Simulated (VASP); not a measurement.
Runs of VASP 6.6.1 on TiC. The structure is that of space group Fm-3m (No. 225), or close to it. The cells are those of the table. 

```tsv
cell	gap on the mesh (eV)	pressure (GPa)
a = 3.079 Å, angles 60.0°, 2 atoms	none	(b)
a = 3.002 Å, angles 60.0°, 2 atoms	none	9.8
a = 2.975 Å, angles 60.0°, 2 atoms	none	18.5
a = 3.104 Å, angles 60.0°, 2 atoms	none	(a)
a = 3.152 Å, angles 60.0°, 2 atoms	none	-23.8
```

Alike in all rows: task single point; level PBEsol; potentials or basis VASP PAW PBE potentials, release 64 (Ti_sv, C); no spin polarisation; k mesh 11 × 11 × 11; cutoff (eV) 520; smearing methfessel-paxton 0.1 eV.

Q: Fill in the values left out.

A: (a) -15.3; (b) -10.1.

Caveats: the PAW data sets were made with another functional, which shifts forces and pressure a little.

A gap of «none» marks levels without a gap at the run's occupations.
